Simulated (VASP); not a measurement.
The system is MgO (Periclase).

```
CELL_PARAMETERS angstrom
0.00000 2.10217 2.10217
1.98255 0.00000 2.10217
1.98255 2.10217 0.00000
ATOMIC_POSITIONS crystal
Mg 0.00000 0.00000 0.00000
O 0.50000 0.50000 0.50000
```

This cell differs from its parent crystal: uniaxial x strain -5.7%.

Base run:

```yaml
Program: VASP 6.6.1
Functional: r2SCAN
Potentials_or_basis: VASP PAW PBE potentials, release 64 (Mg, O)
Cutoff: 520 eV
k_mesh: 10 × 10 × 10
Occupations: gaussian, width 0.01 eV
Spin: no spin polarisation
```

Its results: band gap on the k mesh 6.20 eV, direct; pressure 11.4 GPa.

Question: The run is repeated on the same cell with these changes: functional from r2SCAN to PBE; k mesh from 10 × 10 × 10 to 6 × 6 × 6. What comes out?

Answer: Band gap on the k mesh 5.30 eV, direct; pressure 17.7 GPa.

Several settings changed at once, so the effect can't be laid on one alone.

Caveats: some runs use coarse meshes; the PAW data sets were made with another functional, which shifts forces and pressure a little (some runs).

